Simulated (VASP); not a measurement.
# GaSb2 (P1) in VASP: single point with PBE

Aim: the single point of GaSb2 with PBE.

All numbers are computed with VASP 6.6.1; they aren't measurements. Logs are shortened: lines on timing, memory, paths and dates and some standing lists are left out, and cuts for length are marked.

**1. The cell of the first run**

The typed cell holds 6 atoms: a = 3.150 Å, b = 6.286 Å, c = 8.075 Å, α = 90.08°, β = 90.15°, γ = 89.58°.

**2. Single point, PBE**

File INCAR:

```
ALGO     = Normal         # electronic algorithm
EDIFF    = 1E-6           # SCF threshold, eV
ENCUT    = 520            # plane-wave cutoff, eV
GGA      = PE             # functional
ISIF     = 2              # what is computed and relaxed
ISMEAR   = 0              # smearing method
LASPH    = T              # aspherical terms in the spheres
LCHARG   = F              # write CHGCAR
LREAL    = F              # projectors in reciprocal space
LWAVE    = F              # write WAVECAR
NBANDS   = 32             # bands
NELM     = 80             # most SCF steps
PREC     = Accurate       # precision mode
SIGMA    = 0.2            # smearing width, eV
```

File KPOINTS:

```
k-points
0
Gamma
  8 4 4
```

File POSCAR:

```
GaSb2
1.0
    3.1502874630      0.0115364502     -0.0039540761
    0.0227509261      6.2863886877     -0.0045413575
   -0.0107582483     -0.0058338505      8.0754539841
Ga Sb
2 4
Direct
    1.0383593529      0.0322266626      0.9995479982
    0.9663919207      0.5297064214      0.9990318745
    0.5045381082      0.2346651896      0.3113138510
    0.4924418447      0.7342446634      0.3103913454
    0.5036781757      0.2339243902      0.6904129113
    0.4945905979      0.7352326727      0.6893020197
```

Potentials or basis: VASP PAW PBE potentials, release 64 (Ga_d, Sb).

The run is started by

```sh
cat potpaw_PBE.64/Ga_d/POTCAR potpaw_PBE.64/Sb/POTCAR > POTCAR
mpirun -np 1 vasp_std > vasp.out
```

OUTCAR:

```text
EDIFF = 1E-6
   ENCUT = 520
   GGA = PE
   ISIF = 2
   ISMEAR = 0
   LASPH = T
   LREAL = F
   NELM = 80
   PREC = Accurate

 ion  position               nearest neighbor table
   1  0.038  0.032  1.000-   5 3.17   3 3.18   5 3.26   3 3.28
   2  0.966  0.530  0.999-   6 3.18   4 3.19   4 3.27   6 3.28
   3  0.505  0.235  0.311-   5 3.06   4 3.14   4 3.15   1 3.18   1 3.28
   4  0.492  0.734  0.310-   6 3.06   3 3.14   3 3.15   2 3.19   2 3.27
   5  0.504  0.234  0.690-   3 3.06   6 3.14   6 3.15   1 3.17   1 3.26
   6  0.495  0.735  0.689-   4 3.06   5 3.14   5 3.15   2 3.18   2 3.28

  LATTYP: Found a triclinic cell.
 ALAT       =    15.2577911005
 B/A-ratio  =     0.4120145213
 C/A-ratio  =     1.0779600577
 COS(alpha) =     0.0000287418
 COS(beta)  =     0.5585149846
 COS(gamma) =     0.8232927775

  Lattice vectors:

 A1 = (  -3.0940273625,  12.5670747757,  -8.0805826230)
 A2 = (   0.0227509261,   6.2863886877,  -0.0045413575)
 A3 = (  -3.1287709664,   0.0001312508, -16.1469538921)

Analysis of symmetry for initial positions (statically):
=====================================================================
 Subroutine PRICEL returns:
 Original cell was already a primitive cell.

 Routine SETGRP: Setting up the symmetry group for a
 triclinic supercell.

 Subroutine GETGRP returns: Found  1 space group operations
 (whereof  1 operations were pure point group operations)
 out of a pool of  2 trial point group operations.

The static configuration has the point symmetry C_1 .

Analysis of symmetry for dynamics (positions and initial velocities):
=====================================================================
 Subroutine PRICEL returns:
 Original cell was already a primitive cell.

 Routine SETGRP: Setting up the symmetry group for a
 triclinic supercell.

 Subroutine GETGRP returns: Found  1 space group operations
 (whereof  1 operations were pure point group operations)
 out of a pool of  2 trial point group operations.

The dynamic configuration has the point symmetry C_1 .

 Subroutine INISYM returns: Found  1 space group operations
 (whereof  1 operations are pure point group operations),
 and found     1 'primitive' translations

----------------------------------------------------------------------------------------

                                     Primitive cell

  volume of cell :     159.9233

  direct lattice vectors                    reciprocal lattice vectors
     3.150287463  0.011536450 -0.003954076     0.317436085 -0.001148521  0.000422064
     0.022750926  6.286388688 -0.004541357    -0.000582398  0.159076032  0.000114143
    -0.010758248 -0.005833851  8.075453984     0.000155102  0.000088897  0.123832318

  length of vectors
     3.150311068  6.286431497  8.075463257     0.317438443  0.159077139  0.123832447

  position of ions in fractional coordinates (direct lattice)
     0.038359353  0.032226663  0.999547998
     0.966391921  0.529706421  0.999031874
     0.504538108  0.234665190  0.311313851
     0.492441845  0.734244663  0.310391345
     0.503678176  0.233924390  0.690412911
     0.494590598  0.735232673  0.689302020

  ion indices of the primitive-cell ions
   primitive index   ion index
                 1           1
                 2           2
                 3           3
                 4           4
                 5           5
                 6           6

----------------------------------------------------------------------------------------

 KPOINTS: k-points

Automatic generation of k-mesh.
 Grid dimensions read from file:
 generate k-points for:    8    4    4

 Generating k-lattice:

  Cartesian coordinates                     Fractional coordinates (reciprocal lattice)
     0.039679511 -0.000143565  0.000052758     0.125000000 -0.000000000  0.000000000
    -0.000145600  0.039769008  0.000028536    -0.000000000  0.250000000 -0.000000000
     0.000038776  0.000022224  0.030958080     0.000000000  0.000000000  0.250000000

  Length of vectors
     0.039679805  0.039769285  0.030958112

  Shift w.r.t. Gamma in fractional coordinates (k-lattice)
     0.000000000  0.000000000  0.000000000

 Subroutine IBZKPT returns following result:
 ===========================================

 Found     68 irreducible k-points:

 Following reciprocal coordinates:
            Coordinates               Weight
  0.000000  0.000000  0.000000      1.000000
  0.125000  0.000000  0.000000      2.000000
  0.250000  0.000000  0.000000      2.000000
  0.375000  0.000000 -0.000000      2.000000
  0.500000  0.000000  0.000000      1.000000
 -0.000000  0.250000  0.000000      2.000000
[... 16 lines left out ...]
  0.500000  0.000000  0.250000      2.000000
 -0.375000 -0.000000  0.250000      2.000000
 [... further k-points ...]
   k-points           NKPTS =     68   k-points in BZ     NKDIM =     68   number of bands    NBANDS=     32
   number of dos      NEDOS =    301   number of ions     NIONS =      6
   total plane-waves  NPLWV =  69120
   dimension x,y,z NGX =    24 NGY =   48 NGZ =   60
   dimension x,y,z NGXF=    48 NGYF=   96 NGZF=  120
   ions per type =               2   4
   NGX,Y,Z   is equivalent  to a cutoff of  12.67, 12.69, 12.35 a.u.
   NGXF,Y,Z  is equivalent  to a cutoff of  25.33, 25.39, 24.70 a.u.
 SYSTEM =  unknown system
   PREC   = accura    normal or accurate (medium, high low for compatibility)
   ISTART =      0    job   : 0-new  1-cont  2-samecut
   ICHARG =      2    charge: 1-file 2-atom 10-const
   ISPIN  =      1    spin polarized calculation?
   LNONCOLLINEAR =      F non collinear calculations
   LSORBIT =      F    spin-orbit coupling
   LASPH  =      T    aspherical Exc in radial PAW
   ENCUT  =  520.0 eV  38.22 Ry    6.18 a.u.   5.86 11.69 15.02*2*pi/ulx,y,z
   NELM   =     80;   NELMIN=  2; NELMDL= -5     # of ELM steps
   EDIFF  = 0.1E-05   stopping-criterion for ELM
   LREAL  =      F    real-space projection
   EDIFFG = 0.1E-04   stopping-criterion for IOM
   NSW    =      0    number of steps for IOM
   IBRION =     -1    ionic relax: 0-MD 1-quasi-New 2-CG
   NFREE  =      0    steps in history (QN), initial steepest desc. (CG)
   ISIF   =      2    stress and relaxation
   ISYM   =      2    0-nonsym 1-usesym 2-fastsym
   POTIM  = 0.5000    time-step for ionic-motion
   TEBEG  =    0.0;   TEEND  =   0.0 temperature during run
   PSTRESS=    0.0 pullay stress
   NELECT =      46.0000    total number of electrons
   NUPDOWN=      -1.0000    fix difference up-down
   EMIN   =  10.00;   EMAX   =-10.00  energy-range for DOS
   EFERMI =   0.00;   METHOD = LEGACY
   ISMEAR =     0;   SIGMA  =   0.20  broadening in eV -4-tet -1-fermi 0-gaus
   EFERMI_NEDOS =   21; number of points for ismear=-14 and -15
   IALGO  =     38    algorithm
   IMIX   =      4    mixing-type and parameters
     AMIX     =   0.40;   BMIX     =  1.00
     AMIX_MAG =   1.60;   BMIX_MAG =  1.00
  volume/ion in A,a.u.               =      26.65       179.87
  Fermi-wavevector in a.u.,A,eV,Ry     =   1.080663  2.042157 15.889322  1.167832
  Thomas-Fermi vector in A             =   2.216660
   LORBIT       =      0    0 simple, 1 ext, 2 COOP (PROOUT), +10 PAW based schemes
   GGA     = PE    functional components
   LHFCALC =     F    Hartree Fock is set to
   AEXX    =    0.0000 exact exchange contribution
   IVDW    =     0    specifies the selected vdW correction
   LEPSILON=     F    determine dielectric tensor
   LRPA    =     F    only Hartree local field effects (RPA)
 non-spin polarized calculation
 Gauss-broadening in eV      SIGMA  =   0.20
  energy-cutoff  :      520.00
  volume of cell :      159.92
 maximum number of plane-waves:      4334
   NGX = 11   NGY = 23   NGZ = 31

 number of electron      46.0000002 magnetization

 Free energy of the ion-electron system (eV)
  ---------------------------------------------------
  ext. energy  EPLUGINS =         0.00000000
  ---------------------------------------------------
  free energy    TOTEN  =       -21.85555299 eV

  energy without entropy =      -21.80890446  energy(sigma->0) =      -21.83222872

 E-fermi :   6.6045     XC(G=0):  -9.9310

 val. band max:        6.5898123767   @ k =   0.2500   0.5000  -0.0000
 cond. band min:       6.6919411937   @ k =   0.3750   0.0000   0.5000
 fundamental gap:      0.1021288170
 Fermi energy:         6.6045246574

 k-point     1 :       0.0000    0.0000    0.0000
  band No.  band energies     occupation
      1      -8.3369      2.00000
      2      -8.2986      2.00000
      3      -8.2913      2.00000
      4      -8.2848      2.00000
      5      -8.2164      2.00000
      6      -8.2138      2.00000
[... 24 lines left out ...]
     31      12.7888      0.00000
     32      12.8526      0.00000

 k-point     2 :       0.1250    0.0000    0.0000
  band No.  band energies     occupation
      1      -8.3242      2.00000
      2      -8.2832      2.00000
      3      -8.2821      2.00000
      4      -8.2779      2.00000
      5      -8.2276      2.00000
      6      -8.2250      2.00000
[... 24 lines left out ...]
     31      11.2185      0.00000
     32      11.6390      0.00000

 k-point     3 :       0.2500    0.0000    0.0000
  band No.  band energies     occupation
      1      -8.3076      2.00000
      2      -8.2756      2.00000
      3      -8.2546      2.00000
      4      -8.2515      2.00000
      5      -8.2467      2.00000
      6      -8.2382      2.00000
[... 24 lines left out ...]
     31      10.5291      0.00000
     32      11.7287      0.00000

 k-point     4 :       0.3750    0.0000   -0.0000
  band No.  band energies     occupation
      1      -8.2997      2.00000
      2      -8.2802      2.00000
      3      -8.2771      2.00000
      4      -8.2691      2.00000
      5      -8.2598      2.00000
      6      -8.2149      2.00000
[... 654 lines left out ...]
     31      10.0843      0.00000
     32      10.9915      0.00000

 k-point    23 :       0.5000    0.0000    0.2500
  band No.  band energies     occupation
      1      -8.2974      2.00000
      2      -8.2905      2.00000
      3      -8.2875      2.00000
      4      -8.2690      2.00000
      5      -8.2664      2.00000
      6      -8.2203      2.00000
[... 24 lines left out ...]
     31      10.2257      0.00000
     32      10.3679      0.00000

 k-point    24 :      -0.3750   -0.0000    0.2500
  band No.  band energies     occupation
      1      -8.2997      2.00000
      2      -8.2802      2.00000
      3      -8.2773      2.00000
      4      -8.2692      2.00000
      5      -8.2598      2.00000
      6      -8.2149      2.00000
[... 24 lines left out ...]
     31      10.0743      0.00000
     32      10.9993      0.00000

 [... further k-points ...]

------------------------ aborting loop because EDIFF is reached ----------------------------------------

  FORCE on cell =-STRESS in cart. coord.  units (eV):
  Direction    XX          YY          ZZ          XY          YZ          ZX
  --------------------------------------------------------------------------------------
  -------------------------------------------------------------------------------------
  Total       -0.0599534     -0.0593859     -0.1357526     -0.0105699      0.0037881      0.0176713
  in kB       -0.6006383     -0.5949523     -1.3600253     -0.1058941      0.0379511      0.1770386
  external PRESSURE =      -0.8518720 kB  Pullay stress =       0.0000000 kB

 VOLUME and BASIS-vectors are now :
 -----------------------------------------------------------------------------
  energy-cutoff  :      520.00
  volume of cell :      159.92
      direct lattice vectors                 reciprocal lattice vectors
     3.150287463  0.011536450 -0.003954076     0.317436085 -0.001148521  0.000422064
     0.022750926  6.286388688 -0.004541357    -0.000582398  0.159076032  0.000114143
    -0.010758248 -0.005833851  8.075453984     0.000155102  0.000088897  0.123832318

 POSITION                                       TOTAL-FORCE (eV/Angst)
 -----------------------------------------------------------------------------------
      0.11082      0.19720      8.07151         0.014442     -0.008130      0.021238
      3.04572      3.33526      8.06141        -0.012207      0.012050      0.012299
      1.59143      1.47920      2.51094        -0.005887     -0.004096     -0.016703
      1.56470      4.61962      2.50127         0.005354     -0.001984     -0.012031
      1.58463      1.47232      5.57234        -0.001074      0.011550     -0.011231
      1.56741      4.62364      5.56113        -0.000628     -0.009390      0.006427
 -----------------------------------------------------------------------------------
    total drift:                               -0.000113     -0.000810      0.000656

  FREE ENERGIE OF THE ION-ELECTRON SYSTEM (eV)
  ---------------------------------------------------
  free  energy   TOTEN  =       -21.8555529854 eV

  energy  without entropy=      -21.8089044582  energy(sigma->0) =      -21.83222872
```

Run time: 7.8 min. Hardware: 1 thread of Intel Xeon 8259CL, shared host; peak memory 0.44 GiB.

Results:

```yaml
Free_energy: -21.8556 eV
Pressure: -0.1 GPa
Largest_force: 0.027 eV/Å
Band_gap_on_the_k_mesh: zero (bands 23 and 24 overlap by 4.39 eV)
```

Forces on the atoms (eV/Å):
```
Ga   0.014 -0.008  0.021
Ga  -0.012  0.012  0.012
Sb  -0.006 -0.004 -0.017
Sb   0.005 -0.002 -0.012
Sb  -0.001  0.012 -0.011
Sb  -0.001 -0.009  0.006
```

Levels at points of the mesh, in eV from the Fermi level:
| k point | band 20 | band 21 | band 22 | band 23 | band 24 | band 25 | band 26 | band 27 |
| --- | --- | --- | --- | --- | --- | --- | --- | --- |
| (0.00, 0.00, 0.00) | -1.71 | -1.65 | 1.38 | 1.47 | 2.97 | 3.09 | 3.26 | 4.28 |
| (0.50, 0.00, 0.00) | -3.41 | -2.36 | -2.31 | -2.22 | -1.00 | 0.43 | 0.74 | 1.49 |
| (0.00, 0.50, 0.00) | -1.15 | -1.09 | -1.09 | -0.33 | -0.30 | 2.06 | 2.12 | 3.81 |
| (0.50, 0.50, 0.00) | -3.09 | -2.73 | -2.71 | 0.30 | 0.31 | 1.48 | 1.49 | 1.87 |
| (0.00, 0.00, 0.50) | -2.29 | -1.87 | 1.35 | 2.40 | 3.26 | 3.29 | 3.72 | 3.87 |
| (0.50, 0.00, 0.50) | -2.79 | -2.35 | -2.35 | -2.23 | -1.99 | -0.20 | 0.90 | 1.07 |
| (0.00, 0.50, 0.50) | -1.74 | -1.32 | -1.30 | 2.03 | 2.04 | 3.79 | 3.80 | 3.94 |
| (0.50, 0.50, 0.50) | -1.76 | -1.48 | -1.46 | -1.34 | -1.30 | 0.43 | 0.45 | 1.29 |

Caveat: spin-orbit coupling is left out, which moves the levels of the heavy elements.

The gap in the log of VASP goes by the Fermi energy; the results here count the filled bands.